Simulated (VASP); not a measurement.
W, 1 atom in the cell. The structure is cubic, space group Im-3m (No. 229). The conventional cell has a = 3.165 Å, b = 3.165 Å, c = 3.165 Å, α = 90.00°, β = 90.00°, γ = 90.00°. W (site symmetry m-3m) has 14 W at 2.74 to 3.16 Å within 3.6 Å. 

* Program: VASP 6.6.1
* Task: relaxation of cell and atoms
* Functional: PBE
* Potentials or basis: VASP PAW PBE potentials, release 64 (W_sv)
* Cutoff: 600 eV
* k mesh: 12 × 12 × 12
* Occupations: methfessel-paxton, width 0.1 eV
* Spin: no spin polarisation
* Dipole correction: no
* Further INCAR settings: ALGO = Normal; EDIFF = 1e-06; IBRION = 2; EDIFFG = -0.01; NSW = 80; ISIF = 3

Potentials or basis: VASP PAW PBE potentials, release 64 (W_sv).

Run with:

```bash
$ cat potpaw_PBE.64/W_sv/POTCAR > POTCAR
$ mpirun -np 1 vasp_std > vasp.out
```

Hardware: 1 thread of Intel Xeon 8259CL, on a shared host.

Question: How long does it take, and how much memory?

Answer: Run time: 53 s on 1 thread of Intel Xeon 8259CL, with other jobs on the host, peak memory 0.16 GiB. Counts: scf iterations 30, k points 72, ion steps 4.
